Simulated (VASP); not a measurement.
Write the native input for VASP 6.6.1 that does the following.

```
Task                   : single point
Functional             : PBE
Potentials or basis    : VASP PAW PBE potentials, release 64 (Ga_d, N)
Cutoff                 : 520 eV
k mesh                 : 10 × 10 × 10
Occupations            : gaussian, width 0.05 eV
Spin                   : no spin polarisation
Dipole correction      : no
Further INCAR settings : ALGO = Normal; EDIFF = 1e-06; NBANDS = 16
```

The structure of GaN lies in POSCAR:

```
GaN
1.0
    0.0000000000      2.2535006075      2.2535006075
    2.2535006075      0.0000000000      2.2535006075
    2.2535006075      2.2535006075      0.0000000000
Ga N
1 1
Direct
    0.0000000000      0.0000000000      0.0000000000
    0.2500000000      0.2500000000      0.2500000000
```

One way to write it, as run:

INCAR

```
ALGO     = Normal         # electronic algorithm
EDIFF    = 1E-6           # SCF threshold, eV
ENCUT    = 520            # plane-wave cutoff, eV
GGA      = PE             # functional
ISIF     = 2              # what is computed and relaxed
ISMEAR   = 0              # smearing method
LASPH    = True           # aspherical terms in the spheres
LCHARG   = True           # write CHGCAR
LELF     = True           # ELF
LREAL    = False          # projectors in reciprocal space
LVHAR    = True         
LWAVE    = False          # write WAVECAR
NBANDS   = 16             # bands
NELM     = 80             # most SCF steps
PREC     = Accurate       # precision mode
SIGMA    = 0.05           # smearing width, eV
```

KPOINTS

```
k-points
0
Gamma
  10 10 10
```

Potentials or basis: VASP PAW PBE potentials, release 64 (Ga_d, N).

Command:

```sh
$ cat potpaw_PBE.64/Ga_d/POTCAR potpaw_PBE.64/N/POTCAR > POTCAR
$ mpirun -np 1 vasp_std > vasp.out
```

Results of the run:

```yaml
Pressure: 5.1 GPa
Band_gap_on_the_k_mesh: 1.72 eV, direct
```

Run time: 19 s on 1 thread of Intel(R) Xeon(R) Platinum 8375C CPU @ 2.90GHz (Ice Lake), with other jobs on the host, peak memory 0.14 GiB.
